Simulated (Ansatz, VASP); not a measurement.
# One calculation of TePb, two programs

```
CELL_PARAMETERS angstrom
0.00000 3.37982 3.37982
3.37982 0.00000 3.37982
3.37982 3.37982 0.00000
ATOMIC_POSITIONS crystal
Pb 0.00000 0.00000 0.00000
Te 0.25000 0.25000 0.25000
```

Change from the starting cell: volume scaled by 0.8, PAW files.

Alike in both runs: task single point; functional r2SCAN; k mesh 12 × 12 × 12; occupations fermi-dirac, width 0.05 eV; no spin polarisation.

```csv
,VASP,Ansatz
version,VASP 6.6.1,Ansatz 0.2.0
potentials or method,"VASP PAW PBE potentials, release 64 (Pb_d, Te)","PAW with Ansatz's default frozen-core files, scalar-relativistic"
plane-wave cutoff (eV),520,500
valence electrons in the cell,20,30
```

```tsv
	VASP	Ansatz	Ansatz less VASP
pressure (GPa)	9.5	9.5	-0.01
```

VASP's potentials were made for PBE, not for r2SCAN. With one functional, cell and mesh, what is left measures potentials, basis and numerics. VASP's potentials hold 20 valence electrons a cell and Ansatz's 30, so a difference there can come from the potentials and not from the codes.

Neither program's run includes spin-orbit coupling.
